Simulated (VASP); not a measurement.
Runs of VASP 6.6.1 on BN. The structure is that of space group Fmm2 (No. 42), or close to it. The cells are those of the table. 

```csv
task,level,cell,k mesh,cutoff (eV),smearing,dipole correction,grid for exact exchange (PRECFOCK),share of exact exchange,screening parameter,tolerance level,gap on the mesh (eV),pressure (GPa),largest force (eV/Å)
single point,HSE06,"a = 4.112, b = 2.502, c = 3.713 Å, angles 80.3, 36.8, 62.9°, 2 atoms",7 × 7 × 7,520,fermi-dirac 0.05 eV,no,Normal,0.25,0.2079 1/Å,-,5.43,-1.3,0.01
relaxation of cell and atoms,revPBE,"relaxed from a = 4.042, b = 2.459, c = 3.650 Å, angles 80.3, 36.8, 62.9°, 2 atoms",13 × 13 × 13,840,gaussian 0.03 eV,-,-,-,-,standard,4.44,0.0,-
single point,PBEsol,"a = 4.112, b = 2.502, c = 3.713 Å, angles 80.3, 36.8, 62.9°, 2 atoms",13 × 13 × 13,520,fermi-dirac 0.05 eV,no,-,-,-,-,3.79,(b),0.01
single point,PBEsol-based screened hybrid with 25 % exact exchange,"a = 4.112, b = 2.502, c = 3.713 Å, angles 80.3, 36.8, 62.9°, 2 atoms",7 × 7 × 7,520,fermi-dirac 0.05 eV,no,Normal,0.25,0.207 1/Å,-,5.34,(c),0.01
single point,PBE0,"a = 4.112, b = 2.502, c = 3.713 Å, angles 80.3, 36.8, 62.9°, 2 atoms",8 × 8 × 8,520,fermi-dirac 0.05 eV,no,Normal,0.25,-,-,(a),-1.4,0.01
```

Alike in all rows: potentials or basis VASP PAW PBE potentials, release 64 (N, B); no spin polarisation.

**Question.** Fill in the values left out.

**Answer.** (a) 5.80; (b) 0.9; (c) -3.2.

Caveats: some runs use coarse meshes; the PAW data sets were made with another functional, which shifts forces and pressure a little.

A k mesh can miss the band edges.
